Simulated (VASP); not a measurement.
A run of VASP 6.6.1:

The input INCAR:

```
PREC = Accurate
ENCUT = 520
EDIFF = 1E-6
ISMEAR = 0
SIGMA = 0.05
LREAL = False
LASPH = True
NELM = 80
ALGO = Normal
ISIF = 2
LWAVE = False
LCHARG = False
GGA = PE
NBANDS = 19
```

Contents of KPOINTS:

```
Automatic mesh
0
Gamma
  10 10 10
```

File POSCAR:

```
TiTe2
1.0
    0.0000000000      3.4428591255      3.4428591255
    3.4428591255      0.0000000000      3.4428591255
    3.4428591255      3.4428591255      0.0000000000
Ti Te
1 2
Direct
    0.0000000000      0.0000000000      0.0000000000
    0.2500000000      0.2500000000      0.2500000000
    0.7500000000      0.7500000000      0.7500000000
```

Potentials or basis: VASP PAW PBE potentials, release 64 (Ti_sv, Te).

Launch:

```sh
$ cat potpaw_PBE.64/Ti_sv/POTCAR potpaw_PBE.64/Te/POTCAR > POTCAR
$ mpirun -np 1 vasp_std > vasp.out
```

Hardware: 1 thread of AMD EPYC 7R13 (shared host).

Problem. Estimate the wall time of this run.

Solution. Run time: 4 min on 1 thread of AMD EPYC 7R13, on a shared host, peak memory 0.22 GiB. Counts: scf iterations 17, k points 47.
